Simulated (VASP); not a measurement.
AlNi: single point with PBE

The system is AlNi.

```
Al Ni
1.0
     0.00000   -2.89308    0.00000
     0.00000    0.00000   -2.89308
     8.67925    0.00000    0.00000
Al Ni
3 3
Direct
  0.00000 0.00000 0.00000
  0.00000 0.00000 0.33333
  0.00000 0.00000 0.66667
  0.50000 0.50000 0.16667
  0.50000 0.50000 0.50000
  0.50000 0.50000 0.83333
```

```json
{
 "Program": "VASP 6.6.1",
 "Task": "single point",
 "Functional": "PBE",
 "Potentials or basis": "VASP PAW PBE potentials, release 64 (Al, Ni)",
 "Cutoff": "520 eV",
 "k mesh": "20 × 20 × 7",
 "Occupations": "gaussian, width 0.15 eV",
 "Spin": "no spin polarisation",
 "Dipole correction": "no",
 "Further INCAR settings": "ALGO = Fast; EDIFF = 1e-06; NBANDS = 28"
}
```

The pressure is -0.2 GPa and the band gap on the k mesh is zero (an odd number of electrons rules out a gap without spin polarisation).

Levels at points of the mesh, in eV from the Fermi level:
```tsv
k point	band 17	band 18	band 19	band 20	band 21	band 22
(0.00, 0.00, 0.00)	-1.45	-1.45	-0.15	-0.15	5.45	5.45
(0.50, 0.00, 0.00)	-1.89	-1.43	-0.75	-0.75	-0.64	3.11
(0.50, 0.50, 0.00)	-0.97	0.55	0.55	0.55	0.55	1.46
```

Run time: 19 min on 1 thread of Oxide Virtual Turin-like Processor, on a shared host, peak memory 0.49 GiB.

Spin polarisation is off, so any magnetic state and its effect on volume and gap are missing.
